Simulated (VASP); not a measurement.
GaAs (mix), 2 atoms in the cell. Symmetry: F-43m, No. 216, cubic system. Conventional cell: a = 5.628 Å, b = 5.628 Å, c = 5.628 Å, α = 90.00°, β = 90.00°, γ = 90.00°. Within 3.2 Å of Ga (site symmetry -43m) lie 4 As at 2.44 Å. Within 3.2 Å of As (site symmetry -43m) lie 4 Ga at 2.44 Å.  This cell differs from its parent crystal: volume scaled by 0.94.

```yaml
Program: VASP 6.6.1
Task: single point
Functional: PBE
Potentials_or_basis: VASP PAW PBE potentials, release 64 (Ga_d, As)
Cutoff: 500 eV
k_mesh: 12 × 12 × 12
Occupations: gaussian, width 0.02 eV
Spin: no spin polarisation
Dipole_correction: no
Further_INCAR_settings: ALGO = Normal; EDIFF = 1e-06; NBANDS = 16
```

Potentials or basis: VASP PAW PBE potentials, release 64 (Ga_d, As).

The run is started by

```bash
$ cat potpaw_PBE.64/Ga_d/POTCAR potpaw_PBE.64/As/POTCAR > POTCAR
$ mpirun -np 1 vasp_std > vasp.out
```

Hardware: 1 thread of AMD EPYC 7R43 64-Core Processor (Zen 3), on a shared host.

**Question.** Estimate the wall time of this run.

**Answer.** It took 66 s on 1 thread of AMD EPYC 7R43 64-Core Processor (Zen 3), on a shared host, peak memory 0.17 GiB. Counts: scf iterations 12, k points 72.
